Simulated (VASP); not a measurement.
# MgO (I4mm) in VASP: a series of runs, part 2 of 2

VASP 6.6.1. Earlier steps stand in the parts before.

**3. Single point, PBEsol**

Contents of INCAR:

```
PREC = Accurate
ENCUT = 520
EDIFF = 1E-6
ISMEAR = 0
SIGMA = 0.05
LREAL = False
LASPH = True
NELM = 80
ALGO = Normal
ISIF = 2
LWAVE = False
LCHARG = True
GGA = PS
LELF = True
LVHAR = True
NBANDS = 11
```

Contents of KPOINTS:

```
regular mesh
0
Gamma
  10 10 10
```

Contents of POSCAR:

```
MgO
1.0
    0.0000000000      2.0723991115      2.0723991115
    2.0723991115      0.0000000000      2.0723991115
    2.0723991115      2.0723991115      0.0000000000
Mg O
1 1
Direct
    0.0252360405      0.0252360405     -0.0252360405
    0.4616624812      0.4616624812      0.5383375188
```

Potentials or basis: VASP PAW PBE potentials, release 64 (Mg, O).

Command:

```sh
> cat potpaw_PBE.64/Mg/POTCAR potpaw_PBE.64/O/POTCAR > POTCAR
> mpirun -np 1 vasp_std > vasp.out
```

OUTCAR:

```text
PREC = Accurate
   ENCUT = 520
   EDIFF = 1E-6
   ISMEAR = 0
   LREAL = False
   LASPH = True
   NELM = 80
   ISIF = 2
   GGA = PS

 ion  position               nearest neighbor table
   1  0.025  0.025  0.975-   2 1.81   2 2.09   2 2.09   2 2.09   2 2.09   2 2.34
   2  0.462  0.462  0.538-   1 1.81   1 2.09   1 2.09   1 2.09   1 2.09   1 2.34

  LATTYP: Found a face centered cubic cell.
 ALAT       =     4.1447982230

  Lattice vectors:

 A1 = (   0.0000000000,   2.0723991115,   2.0723991115)
 A2 = (   2.0723991115,   0.0000000000,   2.0723991115)
 A3 = (   2.0723991115,   2.0723991115,   0.0000000000)

Analysis of symmetry for initial positions (statically):
=====================================================================
 Subroutine PRICEL returns:
 Original cell was already a primitive cell.

 Routine SETGRP: Setting up the symmetry group for a
 face centered cubic supercell.

 Subroutine GETGRP returns: Found  8 space group operations
 (whereof  8 operations were pure point group operations)
 out of a pool of 48 trial point group operations.

The static configuration has the point symmetry C_4v.

Analysis of symmetry for dynamics (positions and initial velocities):
[... 174 lines left out ...]
      6      19.4651      0.00000
      7      19.6408      0.00000
      8      19.6408      0.00000
      9      23.1418      0.00000
     10      25.2992      0.00000
     11      25.5171      0.00000
[... 309 lines left out ...]
 k-point    24 :       0.0000   -0.1000    0.1000
  band No.  band energies     occupation
      1     -13.7531      2.00000
      2       1.9337      2.00000
      3       3.0097      2.00000
      4       3.2352      2.00000
      5       9.8518      0.00000
      6      17.0363      0.00000
      7      19.8560      0.00000
      8      20.2823      0.00000
      9      23.7096      0.00000
     10      24.8546      0.00000
     11      26.5816      0.00000

 [... further k-points ...]

------------------------ aborting loop because EDIFF is reached ----------------------------------------

  FORCE on cell =-STRESS in cart. coord.  units (eV):
  Direction    XX          YY          ZZ          XY          YZ          ZX
  --------------------------------------------------------------------------------------
  -------------------------------------------------------------------------------------
  Total        0.6842176      0.6842176      4.3646607      0.0000000     -0.0000000      0.0000000
  in kB       61.5821227     61.5821227    392.8356403      0.0000000     -0.0000000      0.0000000
  external PRESSURE =     171.9999619 kB  Pullay stress =       0.0000000 kB

 VOLUME and BASIS-vectors are now :
 -----------------------------------------------------------------------------
  energy-cutoff  :      520.00
  volume of cell :       17.80
      direct lattice vectors                 reciprocal lattice vectors
     0.000000000  2.072399111  2.072399111    -0.241266268  0.241266268  0.241266268
     2.072399111  0.000000000  2.072399111     0.241266268 -0.241266268  0.241266268
     2.072399111  2.072399111  0.000000000     0.241266268  0.241266268 -0.241266268

 POSITION                                       TOTAL-FORCE (eV/Angst)
 -----------------------------------------------------------------------------------
      2.07240      2.07240      0.10460         0.000000      0.000000     -2.686606
      2.07240      2.07240      1.91350         0.000000      0.000000      2.686606
 -----------------------------------------------------------------------------------
    total drift:                                0.000000      0.000000      0.000661

  FREE ENERGIE OF THE ION-ELECTRON SYSTEM (eV)
  ---------------------------------------------------
  free  energy   TOTEN  =       -12.1971340796 eV

  energy  without entropy=      -12.1971340796  energy(sigma->0) =      -12.19713408
```

stdout:

```text
POSCAR found type information on POSCAR MgO
 POSCAR found :  2 types and       2 ions
 scaLAPACK will be used
 -----------------------------------------------------------------------------
|                                                                             |
|                                                                             |
|     You enforced a specific xc type in the INCAR file but a different       |
|     I HOPE YOU KNOW WHAT YOU ARE DOING!                                     |
|                                                                             |
 -----------------------------------------------------------------------------

 LDA part: xc-table for (Slater+PW92), standard interpolation
 POSCAR, INCAR and KPOINTS ok, starting setup
 FFT: planning ... GRIDC
 FFT: planning ... GRID_SOFT
 FFT: planning ... GRID
 WAVECAR not read
 entering main loop
```

Wall time 6.8 s (1 thread of Intel Xeon 6975P-C (Granite Rapids), shared host); peak memory 0.15 GiB.

Results:

```yaml
Free_energy: -12.1971 eV
Pressure: 17.2 GPa
Largest_force: 2.687 eV/Å
Band_gap_on_the_k_mesh: 5.09 eV, direct
```

Forces on the atoms (eV/Å):
```
Mg   0.000  0.000 -2.687
O    0.000  0.000  2.687
```

Levels at points of the mesh, in eV from the valence-band top:
```csv
k point,band 1,band 2,band 3,band 4,band 5,band 6,band 7,band 8,band 9
"(0.00, 0.00, 0.00)",-17.41,-0.07,0.00,0.00,5.09,16.10,16.28,16.28,19.78
"(0.50, 0.00, 0.00)",-16.00,-4.82,-0.67,-0.65,8.11,12.79,16.65,16.89,21.30
"(0.50, 0.50, 0.00)",-15.72,-4.17,-1.37,-1.37,9.05,9.93,13.60,19.71,19.71
"(0.00, 0.50, 0.50)",-15.70,-4.28,-1.46,-1.37,9.29,10.06,13.59,19.50,20.04
```

Caveat: the PAW data sets were made with another functional, which shifts forces and pressure a little.

**4. Single point, PBEsol**

This run uses another cell than the first one, of 9.13 Å³/atom, 1.026 times its volume.

Contents of INCAR:

```
SYSTEM = MgO
ALGO = Normal ; EDIFF = 1E-6
ENCUT = 520 ; GGA = PS
ISIF = 2 ; ISMEAR = 0
LASPH = .TRUE. ; LCHARG = .TRUE.
LELF = .TRUE. ; LREAL = .FALSE.
LVHAR = .TRUE. ; LWAVE = .FALSE.
NBANDS = 11 ; NELM = 60
PREC = Accurate ; SIGMA = 0.05
```

Contents of KPOINTS:

```
k-points
0
G
  10 10 10
  0 0 0
```

Contents of POSCAR:

```
MgO
1.0
    0.0000000000      2.0901029176      2.0901029176
    2.0901029176      0.0000000000      2.0901029176
    2.0901029176      2.0901029176      0.0000000000
Mg O
1 1
Direct
    0.0189270304      0.0189270304     -0.0189270304
    0.4712468609      0.4712468609      0.5287531391
```

Command:

```sh
> cat potpaw_PBE.64/Mg/POTCAR potpaw_PBE.64/O/POTCAR > POTCAR
> mpirun -np 1 vasp_std > vasp.out
```

Run time: 6.6 s. Hardware: 1 thread of Intel Xeon 6975P-C (Granite Rapids), shared host; peak memory 0.15 GiB.

The run converged. Its results:

```
Free energy            : -12.3707 eV
Pressure               : 8.2 GPa
Largest force          : 1.551 eV/Å
Band gap on the k mesh : 4.84 eV, direct
```

Forces on the atoms (eV/Å):
```
Mg   0.000  0.000 -1.551
O    0.000  0.000  1.551
```

Stress tensor (GPa, compression positive):
```
 2.66  0.00  0.00
 0.00  2.66  0.00
 0.00  0.00 19.14
```

Levels at points of the mesh, in eV from the valence-band top:
```tsv
k point	band 2	band 3	band 4	band 5	band 6	band 7
(0.00, 0.00, 0.00)	-0.05	0.00	0.00	4.84	15.87	15.96
(0.50, 0.00, 0.00)	-4.74	-0.67	-0.65	7.92	12.60	16.40
(0.50, 0.50, 0.00)	-4.15	-1.36	-1.36	8.99	9.86	13.29
(0.00, 0.50, 0.50)	-4.20	-1.41	-1.37	9.12	9.93	13.27
```

Caveat: the PAW data sets were made with another functional, which shifts forces and pressure a little.

**5. Single point, PBEsol**

This run uses another cell than the first one, of 9.13 Å³/atom, 1.026 times its volume.

Contents of INCAR:

```
PREC = Accurate ; ENCUT = 520
EDIFF = 1E-6 ; ISMEAR = 0
SIGMA = 0.05 ; LREAL = False
LASPH = True ; NELM = 60
ALGO = Normal ; ISIF = 2
LWAVE = False ; LCHARG = False
GGA = PS ; NBANDS = 11
```

Contents of KPOINTS:

```
regular mesh
0
Gamma
  10 10 10
```

Contents of POSCAR:

```
MgO
1.0
    0.0000000000      2.0901029176      2.0901029176
    2.0901029176      0.0000000000      2.0901029176
    2.0901029176      2.0901029176      0.0000000000
Mg O
1 1
Direct
    0.0315450506      0.0315450506     -0.0315450506
    0.4520781014      0.4520781014      0.5479218986
```

Command:

```sh
> cat potpaw_PBE.64/Mg/POTCAR potpaw_PBE.64/O/POTCAR > POTCAR
> mpirun -np 1 vasp_std > vasp.out
```

Wall time 6.5 s (1 thread of Intel Xeon 6975P-C (Granite Rapids), shared host); peak memory 0.15 GiB.

Results (log left out):

```
Free energy            : -12.0359 eV
Pressure               : 17.4 GPa
Largest force          : 3.741 eV/Å
Band gap on the k mesh : 4.83 eV, direct
```

Forces on the atoms (eV/Å):
```
Mg   0.000  0.000 -3.741
O    0.000  0.000  3.741
```

Stress tensor (GPa, compression positive):
```
 0.82  0.00  0.00
 0.00  0.82  0.00
 0.00  0.00 50.57
```

Levels at points of the mesh, in eV from the valence-band top:
| k point | band 1 | band 2 | band 3 | band 4 | band 5 | band 6 | band 7 | band 8 | band 9 |
| --- | --- | --- | --- | --- | --- | --- | --- | --- | --- |
| (0.00, 0.00, 0.00) | -17.25 | -0.10 | 0.00 | 0.00 | 4.83 | 16.07 | 16.33 | 16.33 | 19.53 |
| (0.50, 0.00, 0.00) | -15.92 | -4.66 | -0.62 | -0.59 | 7.98 | 12.40 | 16.39 | 16.71 | 20.81 |
| (0.50, 0.50, 0.00) | -15.65 | -3.97 | -1.30 | -1.30 | 9.07 | 9.48 | 13.34 | 19.38 | 19.38 |
| (0.00, 0.50, 0.50) | -15.63 | -4.13 | -1.44 | -1.30 | 9.41 | 9.65 | 13.36 | 19.08 | 19.82 |

Caveat: the PAW data sets were made with another functional, which shifts forces and pressure a little. As with any semilocal functional, this PBEsol gap is likely too small.
